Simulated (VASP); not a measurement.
# MgI2 (P-3m1) in VASP: single point with r2SCAN

Aim: the single point of MgI2 with r2SCAN.

Everything below comes from runs of VASP 6.6.1. Logs are shortened: lines on timing, memory, paths and dates and some standing lists are left out, and cuts for length are marked.

**1. The cell of the first run**

The structure is trigonal, space group P-3m1 (No. 164). Conventional cell: a = 4.157 Å, b = 4.157 Å, c = 6.876 Å, α = 90.00°, β = 90.00°, γ = 120.00°. Within 3.8 Å of Mg (site symmetry -3m) lie 6 I at 2.92 Å. Within 3.8 Å of I (site symmetry 3m) lie 3 Mg at 2.92 Å.

**2. Single point, r2SCAN**

POSCAR

```
MgI2
1.0
    4.1566377792      0.0000000000      0.0000000000
   -2.0783188896      3.5997539111      0.0000000000
    0.0000000000      0.0000000000      6.8756119697
Mg I
1 2
Direct
    0.0000000000      0.0000000000      0.0000000000
    0.3333333333      0.6666666667      0.2425739821
    0.6666666667      0.3333333333      0.7574260179
```

INCAR.step1

```
PREC = Accurate ; ENCUT = 520
ISMEAR = 0 ; SIGMA = 0.01
LREAL = False ; LASPH = True
NELM = 100 ; NBANDS = 15
GGA = PE ; ALGO = Normal
EDIFF = 1E-4 ; LWAVE = True
LCHARG = False
```

INCAR.step2

```
PREC = Accurate ; ENCUT = 520
EDIFF = 1E-6 ; ISMEAR = 0
SIGMA = 0.01 ; LREAL = False
LASPH = True ; NELM = 100
ALGO = Normal ; ISIF = 2
LWAVE = False ; LCHARG = True
METAGGA = R2SCAN ; LMIXTAU = True
LELF = True ; LVHAR = True
NBANDS = 15 ; ISTART = 1
```

KPOINTS

```
Automatic mesh
0
Gamma
  12 12 4
```

Potentials or basis: VASP PAW PBE potentials, release 64 (Mg, I).

Command:

```
cat potpaw_PBE.64/Mg/POTCAR potpaw_PBE.64/I/POTCAR > POTCAR
cp INCAR.step1 INCAR
mpirun -np 1 vasp_std > vasp.out
cp INCAR.step2 INCAR
mpirun -np 1 vasp_std > vasp.out
```

OUTCAR:

```text
PREC = Accurate
   ENCUT = 520
   EDIFF = 1E-6
   ISMEAR = 0
   LREAL = False
   LASPH = True
   NELM = 100
   ISIF = 2
   METAGGA = R2SCAN
   ISTART = 1

 ion  position               nearest neighbor table
   1  0.000  0.000  0.000-   2 2.92   3 2.92   2 2.92   3 2.92   3 2.92   2 2.92
   2  0.333  0.667  0.243-   1 2.92   1 2.92   1 2.92
   3  0.667  0.333  0.757-   1 2.92   1 2.92   1 2.92

  LATTYP: Found a hexagonal cell.
 ALAT       =     4.1566377792
 C/A-ratio  =     1.6541282486

  Lattice vectors:

 A1 = (   4.1566377792,   0.0000000000,   0.0000000000)
 A2 = (  -2.0783188896,   3.5997539111,   0.0000000000)
 A3 = (   0.0000000000,   0.0000000000,   6.8756119697)

Analysis of symmetry for initial positions (statically):
=====================================================================
 Subroutine PRICEL returns:
 Original cell was already a primitive cell.

 Routine SETGRP: Setting up the symmetry group for a
 hexagonal supercell.

 Subroutine GETGRP returns: Found 12 space group operations
 (whereof 12 operations were pure point group operations)
 out of a pool of 24 trial point group operations.

The static configuration has the point symmetry D_3d.

Analysis of symmetry for dynamics (positions and initial velocities):
=====================================================================
 Subroutine PRICEL returns:
 Original cell was already a primitive cell.

 Routine SETGRP: Setting up the symmetry group for a
 hexagonal supercell.

 Subroutine GETGRP returns: Found 12 space group operations
 (whereof 12 operations were pure point group operations)
 out of a pool of 24 trial point group operations.

The dynamic configuration has the point symmetry D_3d.

 Subroutine INISYM returns: Found 12 space group operations
 (whereof 12 operations are pure point group operations),
 and found     1 'primitive' translations

----------------------------------------------------------------------------------------

                                     Primitive cell

  volume of cell :     102.8789

  direct lattice vectors                    reciprocal lattice vectors
     4.156637779  0.000000000  0.000000000     0.240579058  0.138898384  0.000000000
    -2.078318890  3.599753911  0.000000000     0.000000000  0.277796767  0.000000000
     0.000000000  0.000000000  6.875611970     0.000000000  0.000000000  0.145441599

  length of vectors
     4.156637779  4.156637779  6.875611970     0.277796767  0.277796767  0.145441599

  position of ions in fractional coordinates (direct lattice)
     0.000000000  0.000000000  0.000000000
     0.333333333  0.666666667  0.242573982
     0.666666667  0.333333333  0.757426018

  ion indices of the primitive-cell ions
   primitive index   ion index
                 1           1
                 2           2
                 3           3

----------------------------------------------------------------------------------------

 KPOINTS: Automatic mesh

Automatic generation of k-mesh.
 Grid dimensions read from file:
 generate k-points for:   12   12    4

 Generating k-lattice:

  Cartesian coordinates                     Fractional coordinates (reciprocal lattice)
     0.020048255  0.011574865  0.000000000     0.083333333 -0.000000000  0.000000000
     0.000000000  0.023149731  0.000000000     0.000000000  0.083333333  0.000000000
     0.000000000  0.000000000  0.036360400     0.000000000  0.000000000  0.250000000

  Length of vectors
     0.023149731  0.023149731  0.036360400

  Shift w.r.t. Gamma in fractional coordinates (k-lattice)
     0.000000000  0.000000000  0.000000000

 Subroutine IBZKPT returns following result:
 ===========================================

 Found     69 irreducible k-points:

 Following reciprocal coordinates:
            Coordinates               Weight
  0.000000  0.000000  0.000000      1.000000
  0.083333  0.000000  0.000000      6.000000
  0.166667 -0.000000  0.000000      6.000000
  0.250000  0.000000  0.000000      6.000000
  0.333333 -0.000000  0.000000      6.000000
  0.416667 -0.000000  0.000000      6.000000
[... 16 lines left out ...]
  0.166667 -0.000000  0.250000      6.000000
  0.000000  0.166667  0.250000      6.000000
 [... further k-points ...]
   k-points           NKPTS =     69   k-points in BZ     NKDIM =     69   number of bands    NBANDS=     15
   number of dos      NEDOS =    301   number of ions     NIONS =      3
   total plane-waves  NPLWV =  55296
   dimension x,y,z NGX =    32 NGY =   32 NGZ =   54
   dimension x,y,z NGXF=    64 NGYF=   64 NGZF=  108
   ions per type =               1   2
   NGX,Y,Z   is equivalent  to a cutoff of  12.80, 12.80, 13.06 a.u.
   NGXF,Y,Z  is equivalent  to a cutoff of  25.60, 25.60, 26.11 a.u.
 SYSTEM =  unknown system
   PREC   = accura    normal or accurate (medium, high low for compatibility)
   ISTART =      1    job   : 0-new  1-cont  2-samecut
   ICHARG =      0    charge: 1-file 2-atom 10-const
   ISPIN  =      1    spin polarized calculation?
   LNONCOLLINEAR =      F non collinear calculations
   LSORBIT =      F    spin-orbit coupling
   LASPH  =      T    aspherical Exc in radial PAW
   ENCUT  =  520.0 eV  38.22 Ry    6.18 a.u.   7.73  7.73 12.78*2*pi/ulx,y,z
   NELM   =    100;   NELMIN=  2; NELMDL=  0     # of ELM steps
   EDIFF  = 0.1E-05   stopping-criterion for ELM
   LREAL  =      F    real-space projection
   EDIFFG = 0.1E-04   stopping-criterion for IOM
   NSW    =      0    number of steps for IOM
   IBRION =     -1    ionic relax: 0-MD 1-quasi-New 2-CG
   NFREE  =      0    steps in history (QN), initial steepest desc. (CG)
   ISIF   =      2    stress and relaxation
   ISYM   =      2    0-nonsym 1-usesym 2-fastsym
   POTIM  = 0.5000    time-step for ionic-motion
   TEBEG  =    0.0;   TEEND  =   0.0 temperature during run
   PSTRESS=    0.0 pullay stress
   NELECT =      16.0000    total number of electrons
   NUPDOWN=      -1.0000    fix difference up-down
   EMIN   =  10.00;   EMAX   =-10.00  energy-range for DOS
   EFERMI =   0.00;   METHOD = LEGACY
   ISMEAR =     0;   SIGMA  =   0.01  broadening in eV -4-tet -1-fermi 0-gaus
   EFERMI_NEDOS =   21; number of points for ismear=-14 and -15
   IALGO  =     38    algorithm
   IMIX   =      4    mixing-type and parameters
     AMIX     =   0.40;   BMIX     =  1.00
     AMIX_MAG =   1.60;   BMIX_MAG =  1.00
  volume/ion in A,a.u.               =      34.29       231.42
  Fermi-wavevector in a.u.,A,eV,Ry     =   0.880385  1.663687 10.545577  0.775078
  Thomas-Fermi vector in A             =   2.000738
   LORBIT       =      0    0 simple, 1 ext, 2 COOP (PROOUT), +10 PAW based schemes
   METAGGA = R2SCAN    functional components
   LHFCALC =     F    Hartree Fock is set to
   AEXX    =    0.0000 exact exchange contribution
   IVDW    =     0    specifies the selected vdW correction
   LEPSILON=     F    determine dielectric tensor
   LRPA    =     F    only Hartree local field effects (RPA)
 non-spin polarized calculation
 Gauss-broadening in eV      SIGMA  =   0.01
  energy-cutoff  :      520.00
  volume of cell :      102.88
 maximum number of plane-waves:      2802
 NGX is ok and might be reduce to    32
   NGX = 15   NGY = 15   NGZ = 25

 number of electron      16.0000001 magnetization

 Free energy of the ion-electron system (eV)
  ---------------------------------------------------
  ext. energy  EPLUGINS =         0.00000000
  ---------------------------------------------------
  free energy    TOTEN  =       -56.92602418 eV

  energy without entropy =      -56.92602418  energy(sigma->0) =      -56.92602418

 E-fermi :   2.0986     XC(G=0):  -8.5562

 val. band max:        1.9999976335   @ k =   0.0000   0.0000   0.0000
 cond. band min:       6.1044243885   @ k =   0.5000   0.0000   0.2500
 fundamental gap:      4.1044267550
 Fermi energy:         2.0986184007

 k-point     1 :       0.0000    0.0000    0.0000
  band No.  band energies     occupation
      1     -10.4508      2.00000
      2      -9.6987      2.00000
      3      -1.5652      2.00000
      4       1.5129      2.00000
      5       1.5129      2.00000
      6       1.9116      2.00000
      7       1.9116      2.00000
      8       2.0000      2.00000
      9       6.4831      0.00000
     10       7.4184      0.00000
     11       9.2858      0.00000
     12       9.2858      0.00000
     13      10.0996      0.00000
     14      10.7540      0.00000
     15      10.7540      0.00000

 k-point     2 :       0.0833    0.0000    0.0000
  band No.  band energies     occupation
      1     -10.4123      2.00000
      2      -9.6782      2.00000
      3      -1.5122      2.00000
      4       1.2198      2.00000
      5       1.4180      2.00000
      6       1.6524      2.00000
      7       1.9043      2.00000
      8       1.9779      2.00000
      9       6.7860      0.00000
     10       7.7116      0.00000
     11       8.9222      0.00000
     12       9.4084      0.00000
     13      10.3270      0.00000
     14      10.5035      0.00000
     15      10.8794      0.00000

 k-point     3 :       0.1667   -0.0000    0.0000
  band No.  band energies     occupation
      1     -10.3022      2.00000
      2      -9.6230      2.00000
      3      -1.3629      2.00000
      4       0.5373      2.00000
      5       1.0743      2.00000
      6       1.2033      2.00000
      7       1.8508      2.00000
      8       1.8987      2.00000
      9       7.2955      0.00000
     10       8.0375      0.00000
     11       8.8364      0.00000
     12       9.6713      0.00000
     13       9.8128      0.00000
     14      10.6022      0.00000
     15      11.1528      0.00000

 k-point     4 :       0.2500    0.0000    0.0000
  band No.  band energies     occupation
      1     -10.1372      2.00000
      2      -9.5513      2.00000
      3      -1.1655      2.00000
      4      -0.2015      2.00000
      5       0.4526      2.00000
      6       0.9628      2.00000
      7       1.7456      2.00000
      8       1.7476      2.00000
      9       7.1008      0.00000
     10       8.1543      0.00000
     11       8.9229      0.00000
     12       9.7783      0.00000
     13       9.8496      0.00000
     14      10.6397      0.00000
     15      11.5944      0.00000
[... 307 lines left out ...]
 k-point    22 :       0.0000    0.0833    0.2500
  band No.  band energies     occupation
      1     -10.3471      2.00000
      2      -9.7669      2.00000
      3      -1.1901      2.00000
      4       1.2110      2.00000
      5       1.3061      2.00000
      6       1.4696      2.00000
      7       1.7499      2.00000
      8       1.8455      2.00000
      9       7.1733      0.00000
     10       7.7790      0.00000
     11       8.9671      0.00000
     12       9.3906      0.00000
     13      10.0818      0.00000
     14      10.4222      0.00000
     15      10.6292      0.00000

 k-point    23 :       0.1667   -0.0000    0.2500
  band No.  band energies     occupation
      1     -10.2404      2.00000
      2      -9.7047      2.00000
      3      -1.0843      2.00000
      4       0.4545      2.00000
      5       1.0094      2.00000
      6       1.2548      2.00000
      7       1.6127      2.00000
      8       1.7874      2.00000
      9       7.4720      0.00000
     10       8.1508      0.00000
     11       8.8423      0.00000
     12       9.5169      0.00000
     13       9.7033      0.00000
     14      10.3908      0.00000
     15      11.3061      0.00000

 k-point    24 :       0.0000    0.1667    0.2500
  band No.  band energies     occupation
      1     -10.2409      2.00000
      2      -9.7040      2.00000
      3      -1.1112      2.00000
      4       0.6541      2.00000
      5       0.8388      2.00000
      6       1.2649      2.00000
      7       1.6082      2.00000
      8       1.7728      2.00000
      9       7.2419      0.00000
     10       8.3222      0.00000
     11       9.1913      0.00000
     12       9.5587      0.00000
     13       9.7991      0.00000
     14      10.3360      0.00000
     15      10.9183      0.00000

 [... further k-points ...]
[... 5 lines left out ...]
  --------------------------------------------------------------------------------------
  -------------------------------------------------------------------------------------
  Total        0.3159954      0.3159954      0.3600215      0.0000000     -0.0000000     -0.0000000
  in kB        4.9211320      4.9211320      5.6067697      0.0000000     -0.0000000     -0.0000000
  external PRESSURE =       5.1496779 kB  Pullay stress =       0.0000000 kB

 VOLUME and BASIS-vectors are now :
 -----------------------------------------------------------------------------
  energy-cutoff  :      520.00
  volume of cell :      102.88
      direct lattice vectors                 reciprocal lattice vectors
     4.156637779  0.000000000  0.000000000     0.240579058  0.138898384  0.000000000
    -2.078318890  3.599753911  0.000000000     0.000000000  0.277796767  0.000000000
     0.000000000  0.000000000  6.875611970     0.000000000  0.000000000  0.145441599

 POSITION                                       TOTAL-FORCE (eV/Angst)
 -----------------------------------------------------------------------------------
      0.00000      0.00000      0.00000         0.000000      0.000000      0.000000
     -0.00000      2.39984      1.66784        -0.000000      0.000000     -0.043120
      2.07832      1.19992      5.20777         0.000000     -0.000000      0.043120
 -----------------------------------------------------------------------------------
    total drift:                                0.000000     -0.000000     -0.000000

  FREE ENERGIE OF THE ION-ELECTRON SYSTEM (eV)
  ---------------------------------------------------
  free  energy   TOTEN  =       -56.9260241850 eV

  energy  without entropy=      -56.9260241850  energy(sigma->0) =      -56.92602418
```

It took 9.8 min on 1 thread of AMD EPYC 7R13, shared host; peak memory 0.28 GiB.

What came out:

| Quantity | Value |
| --- | --- |
| Free energy | -56.9260 eV |
| Pressure | 0.5 GPa |
| Largest force | 0.043 eV/Å |
| Band gap on the k mesh | 4.10 eV (least direct gap 4.48 eV) |

Forces on the atoms (eV/Å):
```
Mg   0.000  0.000  0.000
I    0.000  0.000 -0.043
I    0.000  0.000  0.043
```

Levels at points of the mesh, in eV from the valence-band top:
```tsv
k point	band 6	band 7	band 8	band 9	band 10	band 11
(0.00, 0.00, 0.00)	-0.09	-0.09	0.00	4.48	5.42	7.29
(0.50, 0.00, 0.00)	-1.43	-0.92	-0.48	4.20	5.96	6.01
(0.00, 0.00, 0.50)	-0.39	-0.19	-0.19	5.41	5.53	7.09
(0.50, 0.00, 0.50)	-1.14	-0.82	-0.73	4.13	5.77	6.23
```

Caveat: the PAW data sets were made with another functional, which shifts forces and pressure a little; spin-orbit coupling is left out, which moves the levels of the heavy elements.
